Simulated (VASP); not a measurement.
Here is a VASP 6.6.1 calculation.

Contents of POSCAR:

```
As
1.0
    1.8424025153      1.0637115881      3.4423263150
   -1.8424025153      1.0637115881      3.4423263150
    0.0000000000     -2.1274231763      3.4423263150
As
2
Direct
    0.2260000000      0.2260000000      0.2260000000
    0.7740000000      0.7740000000      0.7740000000
```

The input INCAR.step1:

```
ALGO = Normal
EDIFF = 1E-5
ENCUT = 520
GGA = PE
ISIF = 2
ISMEAR = -1
LASPH = True
LCHARG = False
LREAL = False
LWAVE = True
NBANDS = 12
NELM = 60
PREC = Accurate
SIGMA = 0.05
```

The input INCAR.step2:

```
ALGO = Normal
EDIFF = 1E-6
ENCUT = 520
GGA = PE
HFSCREEN = 0.2079
ISIF = 2
ISMEAR = -1
ISTART = 1
LASPH = True
LCHARG = False
LHFCALC = True
LREAL = False
LWAVE = False
NBANDS = 12
NELM = 60
PREC = Accurate
PRECFOCK = Normal
SIGMA = 0.05
```

File KPOINTS:

```
k-points
0
Gamma
  6 6 6
```

Potentials or basis: VASP PAW PBE potentials, release 64 (As).

The run is started by

```bash
$ cat potpaw_PBE.64/As/POTCAR > POTCAR
$ cp INCAR.step1 INCAR
$ mpirun -np 1 vasp_std > vasp.out
$ cp INCAR.step2 INCAR
$ mpirun -np 1 vasp_std > vasp.out
```

**Question.** What does it give for the largest force?

**Answer.** 0.500 eV/Å.

**Question.** What does it give for the band gap on the k mesh?

**Answer.** Zero (bands 5 and 6 overlap by 0.34 eV).

Forces on the atoms (eV/Å):
```
As   0.000  0.000  0.500
As   0.000  0.000 -0.500
```

Caveat: the PAW data sets were made with another functional, which shifts forces and pressure a little.
